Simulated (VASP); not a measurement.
# Ta4Cd (Im-3m) in VASP: a series of runs, part 2 of 2

VASP 6.6.1. Earlier steps stand in the parts before.

## (4) Relaxation of cell and atoms, PBE

File INCAR:

```
SYSTEM = Ta4Cd
ALGO     = Normal         ! electronic algorithm
EDIFF    = 1E-7           ! SCF threshold, eV
EDIFFG   = -0.04          ! ionic threshold
ENCUT    = 600            ! plane-wave cutoff, eV
GGA      = PE             ! functional
IBRION   = 2              ! ionic algorithm
ISIF     = 3              ! what is computed and relaxed
ISMEAR   = 0              ! smearing method
LASPH    = .TRUE.         ! aspherical terms in the spheres
LCHARG   = .FALSE.        ! write CHGCAR
LREAL    = .FALSE.        ! projectors in reciprocal space
LWAVE    = .FALSE.        ! write WAVECAR
NELM     = 60             ! most SCF steps
NSW      = 90             ! ionic steps
PREC     = Accurate       ! precision mode
SIGMA    = 0.1            ! smearing width, eV
```

File KPOINTS:

```
k-points
0
G
  4 4 4
  0 0 0
```

File POSCAR:

```
Ta4Cd
1.0
   -2.8128208600      2.8128208600      2.8128208600
    2.8128208600     -2.8128208600      2.8128208600
    2.8128208600      2.8128208600     -2.8128208600
Ta Cd
4 1
Direct
    0.0000000000      0.0000000000      0.5000000000
    0.0000000000      0.5000000000      0.0000000000
    0.5000000000      0.0000000000      0.0000000000
    0.5000000000      0.5000000000      0.5000000000
    0.0000000000      0.0000000000      0.0000000000
```

Potentials or basis: VASP PAW PBE potentials, release 64 (Ta_pv, Cd).

Run with:

```bash
$ cat potpaw_PBE.64/Ta_pv/POTCAR potpaw_PBE.64/Cd/POTCAR > POTCAR
$ mpirun -np 1 vasp_std > vasp.out
```

OUTCAR:

```text
SYSTEM = Ta4Cd
   EDIFF = 1E-7
   EDIFFG = -0.04
   ENCUT = 600
   GGA = PE
   IBRION = 2
   ISIF = 3
   ISMEAR = 0
   LASPH = .TRUE.
   LREAL = .FALSE.
   NELM = 60
   NSW = 90
   PREC = Accurate

 ion  position               nearest neighbor table
   1  0.000  0.000  0.500-   5 2.44   5 2.44   4 2.81   2 2.81   3 2.81   2 2.81   3 2.81   4 2.81

   2  0.000  0.500  0.000-   5 2.44   5 2.44   4 2.81   1 2.81   3 2.81   1 2.81   4 2.81   3 2.81

   3  0.500  0.000  0.000-   5 2.44   5 2.44   4 2.81   1 2.81   4 2.81   2 2.81   1 2.81   2 2.81

   4  0.500  0.500  0.500-   5 2.44   5 2.44   3 2.81   1 2.81   3 2.81   2 2.81   1 2.81   2 2.81

   5  0.000  0.000  0.000-   1 2.44   2 2.44   3 2.44   4 2.44   1 2.44   2 2.44   3 2.44   4 2.44

  LATTYP: Found a body centered cubic cell.
 ALAT       =     5.6256417200

  Lattice vectors:

[... 160 lines left out ...]

 number of electron      55.9999994 magnetization

 Free energy of the ion-electron system (eV)
  ---------------------------------------------------
  ext. energy  EPLUGINS =         0.00000000
  ---------------------------------------------------
  free energy    TOTEN  =       -36.54886484 eV

  energy without entropy =      -36.50033309  energy(sigma->0) =      -36.52459897

 E-fermi :   5.6653     XC(G=0): -12.4156

 val. band max:        5.5737709622   @ k =   0.2500   0.2500   0.2500
 cond. band min:       5.6701455018   @ k =   0.2500   0.2500   0.0000
 fundamental gap:      0.0963745396
 Fermi energy:         5.6653113962
[... 736 lines left out ...]
--------------------------------------- Ionic step        5  -------------------------------------------

 number of electron      55.9999979 magnetization

 Free energy of the ion-electron system (eV)
  ---------------------------------------------------
  ext. energy  EPLUGINS =         0.00000000
  ---------------------------------------------------
  free energy    TOTEN  =       -39.83702095 eV

  energy without entropy =      -39.78573193  energy(sigma->0) =      -39.81137644

 E-fermi :   3.6909     XC(G=0): -11.1986

 val. band max:        3.6900073129   @ k =   0.5000   0.0000   0.0000
 cond. band min:       3.7486639144   @ k =   0.2500   0.2500   0.0000
 fundamental gap:      0.0586566015
 Fermi energy:         3.6909321564
[... 318 lines left out ...]
  FREE ENERGIE OF THE ION-ELECTRON SYSTEM (eV)
  ---------------------------------------------------
  free  energy   TOTEN  =       -39.8370209529 eV

  energy  without entropy=      -39.7857319275  energy(sigma->0) =      -39.81137644

 reached required accuracy - stopping structural energy minimisation
```

Wall time 5 min (1 thread of Intel Xeon 8259CL, shared host); peak memory 0.26 GiB.

Results:

* Free energy: -39.8370 eV
* Relaxed volume: 22.70 Å³/atom
* Relaxed cell: a = 5.283 Å, b = 5.283 Å, c = 5.283 Å, α = 109.47°, β = 109.47°, γ = 109.47°
* Space group after relaxing (to 0.1 Å): Im-3m (No. 229)
* Pressure after relaxing: 0.0 GPa
* Band gap on the k mesh: zero (bands 28 and 29 overlap by 1.63 eV)

Final structure:
```cif
data_structure
_symmetry_space_group_name_H-M 'P 1'
_symmetry_Int_Tables_number 1
_cell_length_a 5.2833
_cell_length_b 5.2833
_cell_length_c 5.2833
_cell_angle_alpha 109.471
_cell_angle_beta 109.471
_cell_angle_gamma 109.471
_cell_volume 113.52
loop_
_atom_site_label
_atom_site_type_symbol
_atom_site_fract_x
_atom_site_fract_y
_atom_site_fract_z
_atom_site_occupancy
Ta1 Ta 0.00000 0.00000 0.50000 1
Ta2 Ta 0.00000 0.50000 0.00000 1
Ta3 Ta 0.50000 0.00000 0.00000 1
Ta4 Ta 0.50000 0.50000 0.50000 1
Cd1 Cd 0.00000 0.00000 0.00000 1
```

Caveat: the k points lie up to 0.36 Å⁻¹ apart in the final cell, too coarse for converged energies and pressures of a metal; the volume moved by over 15 % at a fixed basis, so the end points are rough; spin-orbit coupling is left out, which moves the levels of the heavy elements.

## (5) Overview

```csv
task,cell,cutoff (eV),gap on the mesh (eV),pressure (GPa)
single point,"a = 4.872 Å, angles 109.5°, 5 atoms",520,none,53.2
single point,"a = 5.277 Å, angles 109.5°, 5 atoms",520,none,0.5
relaxation of cell and atoms,"relaxed from a = 4.872 Å, angles 109.5°, 5 atoms",600,none,0.0
```

Alike in all rows: level PBE; potentials or basis VASP PAW PBE potentials, release 64 (Ta_pv, Cd); no spin polarisation; k mesh 4 × 4 × 4; smearing gaussian 0.1 eV.

Caveats: all runs use coarse meshes; spin-orbit coupling is left out, which moves the levels of the heavy elements; the volume moved by over 15 % at a fixed basis, so the end points are rough (at least some runs).

Absolute energies hang on the potentials; compare differences alone.
